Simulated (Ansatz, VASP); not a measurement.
# One calculation of NiGe, two programs

```
Ni Ge
1.0
     5.31079    0.00000    0.00000
     0.00000    3.44002    0.00000
     0.00000    0.00000    5.73926
Ni Ge
4 4
Direct
  0.99534 0.75000 0.18887
  0.00937 0.25000 0.81113
  0.50937 0.25000 0.68887
  0.49534 0.75000 0.31113
  0.81164 0.75000 0.58840
  0.18836 0.25000 0.41160
  0.68836 0.25000 0.08840
  0.31164 0.75000 0.91160
```

Change from the starting cell: all Ni atoms moved +0.013 Å, as atom 1 along Cartesian [1 0 0].

Alike in both runs: task single point; functional PBEsol; k mesh 8 × 12 × 8; occupations gaussian, width 0.15 eV; no spin polarisation.

```csv
,VASP,Ansatz
version,VASP 6.6.1,Ansatz 0.2.0
potentials or method,"VASP PAW PBE potentials, release 64 (Ni, Ge_d), cutoff 520 eV","scalar-relativistic, plane waves, PAW"
valence electrons in the cell,96,128
```

Ansatz gave:

| Property | Result |
| --- | --- |
| gap on the k mesh at the Fermi level (eV) | none |
| pressure (GPa) | 0.0 |
| traceless stress, the component that is largest in VASP (GPa) | -0.10 |
| rms of the force components (eV/Å) | 0.054 |

Task: Which values does VASP return?

Result: gap on the k mesh at the Fermi level (eV): none; pressure (GPa): 0.2; traceless stress, the component that is largest in VASP (GPa): -0.09; rms of the force components (eV/Å): 0.054.

VASP's potentials were made for PBE, not for PBEsol. Atom by atom the forces differ by 0.003 eV/Å (rms over components). A gap of «none» marks a metal or a gap that the smearing closes. VASP's potentials hold 96 valence electrons a cell and Ansatz's 128, so a difference there can come from the potentials and not from the codes.
